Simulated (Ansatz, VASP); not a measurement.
**P in VASP and in Ansatz**

The input INCAR:

```
ALGO = Normal
EDIFF = 1E-6
ENCUT = 520
GGA = PE
ISIF = 2
ISMEAR = 0
IVDW = 12
LASPH = True
LCHARG = False
LREAL = False
LWAVE = False
NBANDS = 8
NELM = 100
PREC = Accurate
SIGMA = 0.05
```

KPOINTS

```
k-points
0
Gamma
  8 8 8
```

Contents of POSCAR:

```
P
1.0
   -1.5055826526      1.5055826526      1.5055826526
    1.5055826526     -1.5055826526      1.5055826526
    1.5055826526      1.5055826526     -1.5055826526
P
1
Direct
    0.0000000000      0.0000000000      0.0000000000
```

Input for Ansatz:

```yaml
crystal:
  lattice:
    - [-1.5055826526, 1.5055826526, 1.5055826526]
    - [1.5055826526, -1.5055826526, 1.5055826526]
    - [1.5055826526, 1.5055826526, -1.5055826526]
  atoms:
    - { symbol: P, position: [0.0, 0.0, 0.0] }
basis:
  ecutwfc: 420
  ecutrho_ratio: 4
kpoints:
  mp_grid: { grid: [8, 8, 8] }
hamiltonian:
  xc: pbe
  dispersion: d3bj
scf:
  occupations: { method: gaussian, width: 0.05 }
output:
  forces: true
  stress: true
  eigenvalues: true
```

Alike in both runs: task single point; functional PBE; dispersion D3(BJ); k mesh 8 × 8 × 8; occupations gaussian, width 0.05 eV; no spin polarisation.

|  | VASP | Ansatz |
| --- | --- | --- |
| version | VASP 6.6.1 | Ansatz 0.2.0 |
| potentials or method | VASP PAW PBE potentials, release 64 (P), cutoff 520 eV | scalar-relativistic, plane waves, PAW |
| valence electrons in the cell | 5 | 5 |

```csv
,VASP,Ansatz,Ansatz less VASP
gap on the k mesh at the Fermi level (eV),none,none,-
pressure (GPa),-1.7,-1.5,+0.23
```

A gap of «none» marks a metal or a gap that the smearing closes.

The k mesh is coarse, so the values compare programs but aren't converged.
